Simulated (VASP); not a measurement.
# Ru (Fm-3m) in VASP: notebook, part 2 of 2

VASP 6.6.1. Earlier steps stand in the parts before.

## 3. Single point, PBEsol (volume scaled by 0.88)

INCAR

```
SYSTEM = Ru
ALGO = Normal
EDIFF = 1E-6
ENCUT = 520
GGA = PS
ISIF = 2
ISMEAR = -1
LASPH = .True.
LCHARG = .False.
LREAL = .False.
LWAVE = .False.
NBANDS = 13
NELM = 60
PREC = Accurate
SIGMA = 0.1
```

KPOINTS

```
k-points
0
Gamma
  16 16 16
  0 0 0
```

POSCAR

```
Ru
1.0
    0.0000000000      1.8063706559      1.8063706559
    1.8063706559      0.0000000000      1.8063706559
    1.8063706559      1.8063706559      0.0000000000
Ru
1
Direct
    0.0000000000      0.0000000000      0.0000000000
```

Potentials or basis: VASP PAW PBE potentials, release 64 (Ru_pv).

The run is started by

```sh
$ cat potpaw_PBE.64/Ru_pv/POTCAR > POTCAR
$ mpirun -np 1 vasp_std > vasp.out
```

OUTCAR:

```text
SYSTEM = Ru
   EDIFF = 1E-6
   ENCUT = 520
   GGA = PS
   ISIF = 2
   ISMEAR = -1
   LASPH = .True.
   LREAL = .False.
   NELM = 60
   PREC = Accurate

 ion  position               nearest neighbor table
   1  0.000  0.000  0.000-

  LATTYP: Found a face centered cubic cell.
 ALAT       =     3.6127413118

  Lattice vectors:

 A1 = (   0.0000000000,   1.8063706559,   1.8063706559)
 A2 = (   1.8063706559,   0.0000000000,   1.8063706559)
 A3 = (   1.8063706559,   1.8063706559,   0.0000000000)

Analysis of symmetry for initial positions (statically):
=====================================================================
 Subroutine PRICEL returns:
 Original cell was already a primitive cell.

 Routine SETGRP: Setting up the symmetry group for a
 face centered cubic supercell.

 Subroutine GETGRP returns: Found 48 space group operations
 (whereof 48 operations were pure point group operations)
 out of a pool of 48 trial point group operations.

The static configuration has the point symmetry O_h .

Analysis of symmetry for dynamics (positions and initial velocities):
=====================================================================
 Subroutine PRICEL returns:
 Original cell was already a primitive cell.

 Routine SETGRP: Setting up the symmetry group for a
 face centered cubic supercell.

 Subroutine GETGRP returns: Found 48 space group operations
 (whereof 48 operations were pure point group operations)
 out of a pool of 48 trial point group operations.

The dynamic configuration has the point symmetry O_h .

 Subroutine INISYM returns: Found 48 space group operations
 (whereof 48 operations are pure point group operations),
 and found     1 'primitive' translations

----------------------------------------------------------------------------------------

                                     Primitive cell

  volume of cell :      11.7883

  direct lattice vectors                    reciprocal lattice vectors
     0.000000000  1.806370656  1.806370656    -0.276798119  0.276798119  0.276798119
     1.806370656  0.000000000  1.806370656     0.276798119 -0.276798119  0.276798119
[... 106 lines left out ...]
  Thomas-Fermi vector in A             =   2.807615
   LORBIT       =      0    0 simple, 1 ext, 2 COOP (PROOUT), +10 PAW based schemes
   GGA     = PS    functional components
   LHFCALC =     F    Hartree Fock is set to
   AEXX    =    0.0000 exact exchange contribution
   IVDW    =     0    specifies the selected vdW correction
   LEPSILON=     F    determine dielectric tensor
   LRPA    =     F    only Hartree local field effects (RPA)
 non-spin polarized calculation
  energy-cutoff  :      520.00
  volume of cell :       11.79
 maximum number of plane-waves:       332
   NGX =  9   NGY =  9   NGZ =  9

 number of electron      14.0000004 magnetization

 Free energy of the ion-electron system (eV)
  ---------------------------------------------------
  ext. energy  EPLUGINS =         0.00000000
  ---------------------------------------------------
  free energy    TOTEN  =        -9.80679508 eV

  energy without entropy =       -9.77741817  energy(sigma->0) =       -9.79210663

 E-fermi :  15.4044     XC(G=0): -15.1712

 val. band max:       15.3986494966   @ k =  -0.2500   0.2500   0.0625
 cond. band min:      15.4118043764   @ k =   0.1875   0.0625   0.0000
 fundamental gap:      0.0131548798
 Fermi energy:        15.4043849713

 k-point     1 :       0.0000    0.0000    0.0000
  band No.  band energies     occupation
      1     -27.0020      2.00000
      2     -27.0020      2.00000
      3     -27.0020      2.00000
      4       6.5604      2.00000
      5      12.1594      2.00000
      6      12.1594      2.00000
      7      12.1594      2.00000
      8      15.2306      1.70085
      9      15.2306      1.70085
     10      25.6451      0.00000
     11      30.1609      0.00000
     12      36.7263      0.00000
     13      36.7263      0.00000
[... 354 lines left out ...]
  band No.  band energies     occupation
      1     -27.1685      2.00000
      2     -27.0504      2.00000
      3     -27.0131      2.00000
      4       7.0679      2.00000
      5      11.8456      2.00000
      6      12.3604      2.00000
      7      12.4348      2.00000
      8      14.9163      1.98494
      9      15.2509      1.64532
     10      25.6451      0.00000
     11      31.0736      0.00000
     12      35.0984      0.00000
     13      37.0756      0.00000

 [... further k-points ...]
[... 5 lines left out ...]
  --------------------------------------------------------------------------------------
  -------------------------------------------------------------------------------------
  Total        4.3333126      4.3333126      4.3333126      0.0000000      0.0000000      0.0000000
  in kB      588.9521374    588.9521374    588.9521374      0.0000000      0.0000000      0.0000000
  external PRESSURE =     588.9521374 kB  Pullay stress =       0.0000000 kB

 VOLUME and BASIS-vectors are now :
 -----------------------------------------------------------------------------
  energy-cutoff  :      520.00
  volume of cell :       11.79
      direct lattice vectors                 reciprocal lattice vectors
     0.000000000  1.806370656  1.806370656    -0.276798119  0.276798119  0.276798119
     1.806370656  0.000000000  1.806370656     0.276798119 -0.276798119  0.276798119
     1.806370656  1.806370656  0.000000000     0.276798119  0.276798119 -0.276798119

 POSITION                                       TOTAL-FORCE (eV/Angst)
 -----------------------------------------------------------------------------------
      0.00000      0.00000      0.00000        -0.000000      0.000000      0.000000
 -----------------------------------------------------------------------------------
    total drift:                                0.000000     -0.000000      0.000000

  FREE ENERGIE OF THE ION-ELECTRON SYSTEM (eV)
  ---------------------------------------------------
  free  energy   TOTEN  =        -9.8067950834 eV

  energy  without entropy=       -9.7774181698  energy(sigma->0) =       -9.79210663
```

OSZICAR:

```text
N       E                     dE             d eps       ncg     rms          rms(c)
DAV:   1     0.104184571914E+03    0.10418E+03   -0.84374E+03  3831   0.118E+03
DAV:   2    -0.928979263593E+01   -0.11347E+03   -0.10874E+03  4145   0.329E+02
DAV:   3    -0.104881804802E+02   -0.11984E+01   -0.11946E+01  4155   0.370E+01
DAV:   4    -0.104912997924E+02   -0.31193E-02   -0.31192E-02  4150   0.201E+00
DAV:   5    -0.104913178171E+02   -0.18025E-04   -0.18026E-04  4230   0.138E-01    0.192E+01
DAV:   6    -0.988140670994E+01    0.60991E+00   -0.81567E-01  3850   0.124E+01    0.652E+00
DAV:   7    -0.981262926873E+01    0.68777E-01   -0.10968E-01  4090   0.431E+00    0.131E+00
DAV:   8    -0.980680898586E+01    0.58203E-02   -0.70141E-03  3825   0.118E+00    0.386E-02
DAV:   9    -0.980678786632E+01    0.21120E-04   -0.52386E-05  4215   0.988E-02    0.217E-02
DAV:  10    -0.980679484587E+01   -0.69795E-05   -0.22988E-06  3540   0.175E-02    0.232E-03
DAV:  11    -0.980679508345E+01   -0.23758E-06   -0.31837E-07  2120   0.766E-03
   1 F= -.98067951E+01 E0= -.97921066E+01  d E =-.293769E-01
```

stdout:

```text
POSCAR found type information on POSCAR Ru
 POSCAR found :  1 types and       1 ions
 scaLAPACK will be used
 -----------------------------------------------------------------------------
|                                                                             |
|                                                                             |
|     You enforced a specific xc type in the INCAR file but a different       |
|     I HOPE YOU KNOW WHAT YOU ARE DOING!                                     |
|                                                                             |
 -----------------------------------------------------------------------------

 LDA part: xc-table for (Slater+PW92), standard interpolation
 POSCAR, INCAR and KPOINTS ok, starting setup
 FFT: planning ... GRIDC
 FFT: planning ... GRID_SOFT
 FFT: planning ... GRID
 WAVECAR not read
 entering main loop
```

Run time: 9.3 s. Hardware: 1 thread of Intel Xeon 6975P-C (Granite Rapids), shared host; peak memory 0.14 GiB.

Results:

```
Free energy            : -9.8068 eV
Pressure               : 58.9 GPa
Band gap on the k mesh : zero (band 7 reaches 18.23 eV, above the bottom of band 8 at 13.68 eV)
```

Levels at points of the mesh, in eV from the Fermi level:
```
           k point  band 5  band 6  band 7  band 8  band 9  band 10
(0.00, 0.00, 0.00)   -3.24   -3.24   -3.24   -0.17   -0.17    10.24
(0.50, 0.00, 0.00)   -3.42   -3.42    1.13    2.17    2.17    10.23
(0.50, 0.50, 0.00)   -7.32    2.14    2.83    2.83    4.16    10.24
```

Caveat: the PAW data sets were made with another functional, which shifts forces and pressure a little.

## 4. Single point, PBEsol (volume scaled by 0.92)

INCAR

```
PREC = Accurate
ENCUT = 520
EDIFF = 1E-6
ISMEAR = -1
SIGMA = 0.1
LREAL = False
LASPH = True
NELM = 60
ALGO = Normal
ISIF = 2
LWAVE = False
LCHARG = False
GGA = PS
NBANDS = 13
```

KPOINTS

```
Automatic mesh
0
Gamma
  16 16 16
```

POSCAR

```
Ru
1.0
    0.0000000000      1.8333353874      1.8333353874
    1.8333353874      0.0000000000      1.8333353874
    1.8333353874      1.8333353874      0.0000000000
Ru
1
Direct
    0.0000000000      0.0000000000      0.0000000000
```

The run is started by

```sh
$ cat potpaw_PBE.64/Ru_pv/POTCAR > POTCAR
$ mpirun -np 1 vasp_std > vasp.out
```

Run time: 11 s. Hardware: 1 thread of Intel Xeon 6975P-C (Granite Rapids), shared host; peak memory 0.14 GiB.

The run converged. Its results:

```yaml
Free_energy: -9.9619 eV
Pressure: 34.5 GPa
Band_gap_on_the_k_mesh: zero (band 7 reaches 17.13 eV, above the bottom of band 8 at 12.89 eV)
```

Levels at points of the mesh, in eV from the Fermi level:
```
           k point  band 4  band 5  band 6  band 7  band 8  band 9  band 10  band 11
(0.00, 0.00, 0.00)   -8.59   -3.03   -3.03   -3.03   -0.16   -0.16    10.28    14.85
(0.50, 0.00, 0.00)   -6.92   -3.19   -3.19    1.05    2.03    2.03    10.26    11.37
(0.50, 0.50, 0.00)   -7.39   -6.86    1.99    2.64    2.64    3.95    10.27    14.06
```

Caveat: the PAW data sets were made with another functional, which shifts forces and pressure a little.

## 5. Overview

| cell | k mesh | gap on the mesh (eV) | pressure (GPa) |
| --- | --- | --- | --- |
| a = 2.666 Å, angles 60.0°, 1 atom | 14 × 14 × 14 | none | -0.1 |
| a = 2.555 Å, angles 60.0°, 1 atom | 16 × 16 × 16 | none | 58.9 |
| a = 2.593 Å, angles 60.0°, 1 atom | 16 × 16 × 16 | none | 34.5 |

Alike in all rows: task single point; level PBEsol; potentials or basis VASP PAW PBE potentials, release 64 (Ru_pv); no spin polarisation; cutoff (eV) 520; smearing fermi-dirac 0.1 eV.

Caveats: the PAW data sets were made with another functional, which shifts forces and pressure a little.

Total energies depend on the potentials used, so only differences within one code and one set of settings carry meaning.
